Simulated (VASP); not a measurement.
Here is a VASP 6.6.1 calculation.

Contents of INCAR:

```
ALGO     = Normal         # electronic algorithm
EDIFF    = 1E-8           # SCF threshold, eV
ENCUT    = 520            # plane-wave cutoff, eV
GGA      = PS             # functional
ISIF     = 2              # what is computed and relaxed
ISMEAR   = -1             # smearing method
LASPH    = True           # aspherical terms in the spheres
LCHARG   = False          # write CHGCAR
LEFG     = True         
LREAL    = False          # projectors in reciprocal space
LWAVE    = False          # write WAVECAR
NBANDS   = 21             # bands
NELM     = 100            # most SCF steps
PREC     = Accurate       # precision mode
SIGMA    = 0.03           # smearing width, eV
```

The input KPOINTS:

```
k-points
0
Gamma
  14 14 8
```

The input POSCAR:

```
Ru
1.0
    2.7057993342      0.0000000000      0.0000000000
   -1.3528996671      2.3432909610      0.0000000000
    0.0000000000      0.0000000000      4.1534430000
Ru
2
Direct
    0.3333333333      0.6666666667      0.2500000000
    0.6666666667      0.3333333333      0.7500000000
```

Potentials or basis: VASP PAW PBE potentials, release 64 (Ru_pv).

Run with:

```sh
$ cat potpaw_PBE.64/Ru_pv/POTCAR > POTCAR
$ mpirun -np 1 vasp_std > vasp.out
```

Q: What does it give for the pressure?

A: 4.9 GPa.

Q: Estimate the band gap on the k mesh.

A: Zero (band 14 reaches 14.84 eV, above the bottom of band 15 at 11.45 eV).

Stress tensor (GPa, compression positive):
```
 0.10  0.00  0.00
 0.00  0.10  0.00
 0.00  0.00 14.54
```

Caveat: the cell differs from its parent crystal (zz strain of -3 %); without QUAD_EFG the Cq values of the log hold for a quadrupole moment of 1 mb, not for the nuclei; the PAW data sets were made with another functional, which shifts forces and pressure a little.
